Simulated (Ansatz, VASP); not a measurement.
## ZnRh2: VASP beside Ansatz

Contents of INCAR:

```
SYSTEM = ZnRh2
  ALGO = Normal
  EDIFF = 1E-7
  ENCUT = 520
  ISIF = 2
  ISMEAR = -1
  LASPH = .True.
  LCHARG = .False.
  LREAL = .False.
  LWAVE = .False.
  NBANDS = 51
  NELM = 100
  PREC = Accurate
  SIGMA = 0.0158
```

Contents of KPOINTS:

```
k-points
0
Gamma
  7 8 8
  0 0 0
```

Contents of POSCAR:

```
ZnRh2
1.0
   -4.4308910000      0.0000000000      0.0000000000
    0.0000000000      0.0000000000      4.5500830000
    0.0000000000      4.0118300000      2.2750410000
Rh Zn
4 2
Direct
    0.5000000000      0.8300000000      0.3400000000
    0.5000000000      0.1700000000      0.6600000000
    0.0000000000      0.3900000000      0.3400000000
    0.0000000000      0.7300000000      0.6600000000
    0.0000000000      0.0600000000      0.0000000000
    0.5000000000      0.5000000000      0.0000000000
```

Input for Ansatz:

```yaml
crystal:
  lattice:
    - [-4.430891, 0.0, 0.0]
    - [0.0, 0.0, 4.550083]
    - [0.0, 4.01183, 2.275041]
  atoms:
    - { symbol: Rh, position: [0.5, 0.83, 0.34] }
    - { symbol: Rh, position: [0.5, 0.17, 0.66] }
    - { symbol: Rh, position: [0.0, 0.39, 0.34] }
    - { symbol: Rh, position: [0.0, 0.73, 0.66] }
    - { symbol: Zn, position: [0.0, 0.06, 0.0] }
    - { symbol: Zn, position: [0.5, 0.5, 0.0] }
  symmetry: { tolerance: 0.0003 }
kpoints:
  mp_grid: { grid: [7, 8, 8], shift: [0, 0, 0] }
  band_path:
    path:
      - [0.0, 0.0, 0.0]
      - [0.0, 0.0, -0.5]
      - [0.0, 0.33920831, -0.33039585]
      - [0.0, 0.66079169, 0.33039585]
      - [0.0, 0.0, 0.0]
      - [0.5, 0.0, 0.0]
      - [0.5, 0.66079169, 0.33039585]
      - [0.5, 0.33920831, -0.33039585]
      - [0.5, 0.0, -0.5]
      - [0.0, 0.0, -0.5]
      - [0.0, 0.0, 0.0]
    npoints: 6
magnetization:
  spin_polarized: false
scf:
  occupations: { method: fermi_dirac, width: 0.0158 }
  lower_state_search: "off"
  max_iter: 200
hamiltonian:
  pseudopotentials: { kind: paw }
  xc: lda
basis:
  ecutwfc: 420
  fft_grid_basis: typed
output:
  forces: true
  stress: true
  eigenvalues: true
  bader: true
  populations: true
  elf: true
  write_potential: true
  volumetric_format: npy
  dos:
    e_range: [-12, 8]
    de: 0.05
    projected: { site_lists: { Rh: [Rh], Zn: [Zn] } }
checkpoint:
  read: saved_state
```

Alike in both runs: task single point; functional LDA; k mesh 7 × 8 × 8; occupations fermi-dirac, width 0.0158 eV; no spin polarisation.

|  | VASP | Ansatz |
| --- | --- | --- |
| version | VASP 6.6.1 | Ansatz 0.2.0 |
| potentials or method | VASP PAW LDA potentials, release 64 (Rh_pv, Zn), cutoff 520 eV | PAW plane waves |
| valence electrons in the cell | 84 | 92 |

```csv
,VASP,Ansatz,Ansatz less VASP
pressure (GPa),-2.9,-3.9,-1.04
"traceless stress, the component that is largest in VASP (GPa)",2.70,2.73,+0.028
rms of the force components (eV/Å),0.361,0.360,-0.0017
```

LDA's correlation is that of Perdew and Zunger in VASP and of Perdew and Wang (1992) in Ansatz. Atom by atom the forces differ by 0.002 eV/Å (rms over components). VASP's potentials hold 84 valence electrons a cell and Ansatz's 92, so a difference there can come from the potentials and not from the codes.
